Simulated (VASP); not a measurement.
# AlAs (F-43m) in VASP: G0W0 quasiparticle levels with LDA

Aim: the G0W0 quasiparticle levels of AlAs with LDA.

Everything below comes from runs of VASP 6.6.1. Logs are shortened: lines on timing, memory, paths and dates and some standing lists are left out, and cuts for length are marked.

### Step 1. The cell of the first run

It takes space group F-43m (No. 216, cubic). Conventional cell: a = 5.678 Å, b = 5.678 Å, c = 5.678 Å, α = 90.00°, β = 90.00°, γ = 90.00°. Al (site symmetry -43m) has 4 As at 2.46 Å within 3.2 Å. As (site symmetry -43m) has 4 Al at 2.46 Å within 3.2 Å.

### Step 2. G0W0 quasiparticle levels, LDA

Input file POSCAR:

```
AlAs
1.0
    0.0000000000      2.8389246378      2.8389246378
    2.8389246378      0.0000000000      2.8389246378
    2.8389246378      2.8389246378      0.0000000000
Al As
1 1
Direct
    0.0000000000      0.0000000000      0.0000000000
    0.2500000000      0.2500000000      0.2500000000
```

Input file INCAR.step1:

```
PREC = Accurate ; ENCUT = 500
EDIFF = 1E-8 ; ISMEAR = 0
SIGMA = 0.01 ; LREAL = F
LASPH = T ; NELM = 80
ALGO = Normal ; LWAVE = T
LCHARG = F
```

Input file INCAR.step2:

```
PREC = Accurate ; ENCUT = 500
EDIFF = 1E-8 ; ISMEAR = 0
SIGMA = 0.01 ; LREAL = F
LASPH = T ; NELM = 1
ALGO = Exact ; LWAVE = T
LCHARG = F ; NBANDS = 64
LOPTICS = T ; ISTART = 1
```

Input file INCAR.step3:

```
PREC = Accurate ; ENCUT = 500
EDIFF = 1E-8 ; ISMEAR = 0
SIGMA = 0.01 ; LREAL = F
LASPH = T ; ALGO = EVGW0
LWAVE = F ; LCHARG = F
NELMGW = 1 ; NBANDS = 64
ENCUTGW = 80.0 ; NOMEGA = 48
PRECFOCK = Fast ; ISTART = 1
NBANDSGW = 12
```

Input file KPOINTS:

```
Automatic mesh
0
Gamma
  4 4 4
```

Potentials or basis: VASP PAW LDA potentials, release 64 (Al_GW, As_GW).

Launch:

```console
cat potpaw_LDA.64/Al_GW/POTCAR potpaw_LDA.64/As_GW/POTCAR > POTCAR
cp INCAR.step1 INCAR
mpirun -np 1 vasp_std > vasp.out
cp INCAR.step2 INCAR
mpirun -np 1 vasp_std > vasp.out
cp INCAR.step3 INCAR
mpirun -np 1 vasp_std > vasp.out
```

OUTCAR:

```text
PREC = Accurate
   ENCUT = 500
   EDIFF = 1E-8
   ISMEAR = 0
   LREAL = F
   LASPH = T
   NELMGW = 1
   ENCUTGW = 80.0
   PRECFOCK = Fast
   ISTART = 1

 ion  position               nearest neighbor table
   1  0.000  0.000  0.000-   2 2.46   2 2.46   2 2.46   2 2.46
   2  0.250  0.250  0.250-   1 2.46   1 2.46   1 2.46   1 2.46

  LATTYP: Found a face centered cubic cell.
 ALAT       =     5.6778492756

  Lattice vectors:

 A1 = (   0.0000000000,   2.8389246378,   2.8389246378)
 A2 = (   2.8389246378,   0.0000000000,   2.8389246378)
 A3 = (   2.8389246378,   2.8389246378,   0.0000000000)

Analysis of symmetry for initial positions (statically):
=====================================================================
 Subroutine PRICEL returns:
 Original cell was already a primitive cell.

 Routine SETGRP: Setting up the symmetry group for a
 face centered cubic supercell.

 Subroutine GETGRP returns: Found 24 space group operations
 (whereof 24 operations were pure point group operations)
 out of a pool of 48 trial point group operations.

The static configuration has the point symmetry T_d .

Analysis of symmetry for dynamics (positions and initial velocities):
=====================================================================
 Subroutine PRICEL returns:
 Original cell was already a primitive cell.

 Routine SETGRP: Setting up the symmetry group for a
 face centered cubic supercell.

 Subroutine GETGRP returns: Found 24 space group operations
 (whereof 24 operations were pure point group operations)
 out of a pool of 48 trial point group operations.

The dynamic configuration has the point symmetry T_d .

 Subroutine INISYM returns: Found 24 space group operations
 (whereof 24 operations are pure point group operations),
 and found     1 'primitive' translations

----------------------------------------------------------------------------------------

[... 72 lines left out ...]
   LASPH  =      T    aspherical Exc in radial PAW
   ENCUT  =  500.0 eV  36.75 Ry    6.06 a.u.   7.32  7.32  7.32*2*pi/ulx,y,z
   NELM   =     60;   NELMIN=  2; NELMDL=  0     # of ELM steps
   EDIFF  = 0.1E-07   stopping-criterion for ELM
   LREAL  =      F    real-space projection
   EDIFFG = 0.1E-06   stopping-criterion for IOM
   NSW    =      0    number of steps for IOM
   IBRION =     -1    ionic relax: 0-MD 1-quasi-New 2-CG
   NFREE  =      0    steps in history (QN), initial steepest desc. (CG)
   ISIF   =      0    stress and relaxation
   ISYM   =      3    0-nonsym 1-usesym 2-fastsym
   POTIM  = 0.5000    time-step for ionic-motion
   TEBEG  =    0.0;   TEEND  =   0.0 temperature during run
   PSTRESS=    0.0 pullay stress
   NELECT =       8.0000    total number of electrons
   NUPDOWN=      -1.0000    fix difference up-down
   EMIN   =  10.00;   EMAX   =-10.00  energy-range for DOS
   EFERMI =   0.00;   METHOD = LEGACY
   ISMEAR =     0;   SIGMA  =   0.01  broadening in eV -4-tet -1-fermi 0-gaus
   EFERMI_NEDOS =   21; number of points for ismear=-14 and -15
   IALGO  =     38    algorithm
   IMIX   =      4    mixing-type and parameters
     AMIX     =   0.40;   BMIX     =  1.00
     AMIX_MAG =   1.60;   BMIX_MAG =  1.00
  volume/ion in A,a.u.               =      22.88       154.40
  Fermi-wavevector in a.u.,A,eV,Ry     =   0.915393  1.729842 11.400927  0.837945
  Thomas-Fermi vector in A             =   2.040129
   LORBIT       =      0    0 simple, 1 ext, 2 COOP (PROOUT), +10 PAW based schemes
   GGA     = CA    functional components
   LHFCALC =     T    Hartree Fock is set to
   PRECFOCK=fast      Normal, Fast or Accurate (Low or Medium for compatibility)
   ENCUT4O =  -1.0   cutoff for four orbital integrals eV
   NKREDX  =     1    reduce k-point grid by
   NKREDY  =     1    reduce k-point grid by
   NKREDZ  =     1    reduce k-point grid by
   AEXX    =    1.0000 exact exchange contribution
   HFSCREEN=    0.0000 screening length (either q_TF or 0.3 A-1)
   HFSCREENC=   0.0000 screening length for correlation (either q_TF or 0.3 A-1)
   ENCUTFOCK=  -1.0 apply spherical cutoff to Coloumb kernel
   IVDW    =     0    specifies the selected vdW correction
   LEPSILON=     F    determine dielectric tensor
   LRPA    =     F    only Hartree local field effects (RPA)
   LRPAFORCE           =     F    calculate RPA forces
   ENCUTGW             =  80.0    cutoff for response function in eV
   ENCUTGWSOFT         =  64.0    soft cutoff for Coulomb kernel in GW response function in eV
   ENCUTLF             =  -1.0    cutoff for local field effects
   NELMGW              =     1    number of iterations in solving QP/BSE equation
   NELMHF              =     1    number of iterations in the inner HF iteration
   NKREDLFX            =     1    NKREDLFY  =   1   NKREDLFZ  =   1
 non-spin polarized calculation
 Gauss-broadening in eV      SIGMA  =   0.01
  energy-cutoff  :      500.00
  volume of cell :       45.76
 maximum number of plane-waves:      1211
 NGX is ok and might be reduce to    30
  NGX = 18; NGY = 18; NGZ = 18
   NGX = 15   NGY = 15   NGZ = 15
 maximum number of plane-waves:        80
 NGX is ok and might be reduce to    14

 QP shifts <psi_nk| G(iteration)W_0 |psi_nk>: iteration 1
 for sc-GW calculations column KS-energies equals QP-energies in previous step
 and V_xc(KS)=  KS-energies - (<T + V_ion + V_H > + <T+V_H+V_ion>^1  + <V_x>^1)

 k-point   1 :       0.0000    0.0000    0.0000
  band No.  KS-energies  QP-energies   sigma(KS)   V_xc(KS)     V^pw_x(r,r')   Z            occupation Imag(sigma)

      1      -8.4995      -8.6766     -11.4182     -11.1467     -17.8678       0.6523       2.0000       1.1357
      2       3.3499       3.2094     -11.6775     -11.4942     -13.2453       0.7669       2.0000       0.0721
      3       3.3499       3.2094     -11.6775     -11.4942     -13.2453       0.7669       2.0000       0.0721
      4       3.3499       3.2094     -11.6775     -11.4942     -13.2453       0.7669       2.0000       0.0721
      5       5.1362       5.9868      -9.2200     -10.3228      -5.5958       0.7714       0.0000      -0.0811
      6       7.5476       8.0416      -8.7299      -9.3856      -4.5275       0.7533       0.0000      -0.1112
      7       7.5476       8.0416      -8.7299      -9.3856      -4.5275       0.7533       0.0000      -0.1112
      8       7.5476       8.0416      -8.7299      -9.3856      -4.5275       0.7533       0.0000      -0.1112
      9      11.8861      12.2676      -7.4592      -7.9606      -2.2564       0.7608       0.0000      -0.3036
     10      12.3390      12.7651      -8.6710      -9.2441      -3.6252       0.7435       0.0000      -0.2551
     11      12.3390      12.7651      -8.6710      -9.2441      -3.6252       0.7435       0.0000      -0.2551
     12      14.5998      14.8654      -7.5782      -7.9344      -1.9964       0.7455       0.0000      -0.5346
[... 100 lines left out ...]
      1      -6.5234      -6.5307     -12.1244     -12.1139     -17.8741       0.6900       2.0000       0.8533
      2      -1.7512      -2.0690     -10.6775     -10.2230     -13.9964       0.6993       2.0000       0.2421
      3       0.1656      -0.1748     -10.5490     -10.0854     -12.9109       0.7341       2.0000       0.1295
      4       0.5167       0.1987     -10.4260      -9.9949     -12.5412       0.7378       2.0000       0.1106
      5       7.5730       7.9678      -8.6188      -9.1385      -4.6353       0.7596       0.0000      -0.1121
      6       8.8487       9.5209      -9.4255     -10.3252      -4.9930       0.7472       0.0000      -0.1500
      7       8.8968       9.4383      -8.4931      -9.2203      -3.7233       0.7446       0.0000      -0.1700
      8       9.2783       9.6592      -8.3566      -8.8616      -3.9179       0.7542       0.0000      -0.1435
      9      13.7443      14.3108      -9.2443     -10.0295      -3.3600       0.7214       0.0000      -0.5176
     10      15.5000      16.0811      -9.5387     -10.3328      -3.6993       0.7318       0.0000      -0.5911
     11      15.7486      16.2811      -8.9406      -9.6653      -2.9796       0.7348       0.0000      -0.6655
     12      17.1221      17.6939      -9.1451      -9.9190      -3.1901       0.7389       0.0000      -0.7093
```

OUTCAR.step2:

```text
PREC = Accurate
   ENCUT = 500
   EDIFF = 1E-8
   ISMEAR = 0
   LREAL = F
[... 688 lines left out ...]
     0.00000    17.92093    17.92093    17.92093    -0.00000    -0.00000    -0.00000
     0.91201    19.75769    19.75769    19.75769    -0.00000     0.00000    -0.00000
     1.82402    17.66235    17.66235    17.66235    -0.00000     0.00000    -0.00000
     2.73603    41.98946    41.98946    41.98946    -0.00000     0.00000    -0.00000
     3.64803    21.50731    21.50731    21.50731     0.00000    -0.00000     0.00000
     4.56004   -20.23022   -20.23022   -20.23022    -0.00000    -0.00000     0.00000
[... 92 lines left out ...]
    89.37685     0.96350     0.96350     0.96350    -0.00000     0.00000     0.00000
    90.28886     0.96425     0.96425     0.96425    -0.00000     0.00000     0.00000
```

It took 2.8 min on 1 thread of Intel Xeon 8259CL, shared host; peak memory 0.47 GiB.

What came out:

```yaml
Band_gap_on_the_k_mesh_mean-field_level: 1.32 eV, indirect (least direct gap 1.79 eV)
Quasiparticle_gap: 1.78 eV
Least_direct_quasiparticle_gap: 2.78 eV
```

Levels at points of the mesh, in eV from the valence-band top:
| k point | band 1 | band 2 | band 3 | band 4 | band 5 | band 6 | band 7 | band 8 |
| --- | --- | --- | --- | --- | --- | --- | --- | --- |
| (0.00, 0.00, 0.00) | -11.85 | 0.00 | 0.00 | 0.00 | 1.79 | 4.20 | 4.20 | 4.20 |
| (0.50, 0.00, 0.00) | -10.45 | -5.58 | -0.82 | -0.82 | 1.96 | 4.60 | 4.60 | 7.53 |
| (0.50, 0.50, 0.00) | -9.90 | -5.44 | -2.17 | -2.17 | 1.32 | 2.17 | 10.10 | 10.10 |

Caveat: the k points lie up to 0.48 Å⁻¹ apart; bands, screening cutoff and mesh are small and nothing is extrapolated, so the quasiparticle values aren't converged. A k mesh can miss the band edges.
